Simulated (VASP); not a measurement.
Input of a VASP 6.6.1 run:

The input INCAR:

```
PREC     = Accurate       # precision mode
ENCUT    = 520            # plane-wave cutoff, eV
EDIFF    = 1E-6           # SCF threshold, eV
ISMEAR   = -1             # smearing method
SIGMA    = 0.1896         # smearing width, eV
LREAL    = Auto         
LASPH    = T              # aspherical terms in the spheres
NELM     = 100            # most SCF steps
ALGO     = Normal         # electronic algorithm
ISIF     = 2              # what is computed and relaxed
LWAVE    = F              # write WAVECAR
LCHARG   = F              # write CHGCAR
GGA      = PE             # functional
IVDW     = 12             # dispersion correction
NBANDS   = 54             # bands
```

File KPOINTS:

```
Automatic mesh
0
Gamma
  2 2 2
  0.5 0.5 0.5
```

Contents of POSCAR:

```
N
1.0
    4.1901886401      4.1901886401     -5.4848298423
   -4.1901886401      4.1901886401      5.4848298423
    4.1901886401     -4.1901886401      5.4848298423
N
16
Direct
    0.9426490880      0.4769766749      0.4581657080
    0.8725490220      1.0066007681      1.0266156188
    0.4958545255      0.8919593329      0.5544213074
    0.5477568427      0.6141959320      1.0298680293
    0.5479743747      0.5051346159      0.5830700093
    0.3810886901      0.8957930597      0.0082584355
   -0.0611650267      1.0059131335      0.5381043620
    0.0076376036      0.4076116294     -0.0329064853
   -0.0478025018      0.0879388305     -0.0390169096
   -0.0273723953      0.4105216363      0.3676656898
    0.6935756954      0.6572550255      0.0210376069
    0.6070754132      0.0467357784      0.5886413332
    0.5059645715      0.6013085439      0.5009560213
    0.5505018266     -0.0428744606      1.0356611109
    0.0664292288      0.0851611198      0.5008156761
    0.0207732891      0.5024083880      0.8699927935
```

Potentials or basis: VASP PAW PBE potentials, release 64 (N).

The run is started by

```console
$ cat potpaw_PBE.64/N/POTCAR > POTCAR
$ mpirun -np 1 vasp_std > vasp.out
```

Question: What does it give for the pressure?

Answer: 5.2 GPa.

Question: Predict the largest force.

Answer: 12.096 eV/Å.

Question: What does it give for the band gap on the k mesh?

Answer: 6.30 eV (least direct gap 6.42 eV).

Question: What does it give for the dispersion energy per atom?

Answer: -0.053 eV.

Forces on the atoms (eV/Å):
```
N    -0.397  -2.545  11.813
N     3.655  -9.924   3.766
N    -0.226  -8.587  -2.861
N    -0.478  -1.444   0.787
N    -1.627   0.986   0.605
N     0.081   0.370   0.079
N     0.119   1.791  -0.891
N    -2.915   3.541   0.451
N    -2.742  10.473  -4.632
N     0.299   2.614 -11.807
N     0.857   0.764  -1.219
N    -0.582   8.755   3.679
N     2.013  -1.301  -1.560
N    -0.651  -0.604   0.778
N    -0.013  -1.759   0.802
N     2.607  -3.130   0.209
```

Caveat: the standard files for N, O and F lose accuracy on very short bonds; the stress differs along the axes, from -0 to 8 GPa; the atoms stand as in a frame of molecular dynamics; a shifted mesh leaves out Γ, where band edges can lie; forces of over 1 eV/Å act on the atoms, so gaps and moduli don't describe the material at rest. A k mesh can miss the band edges.
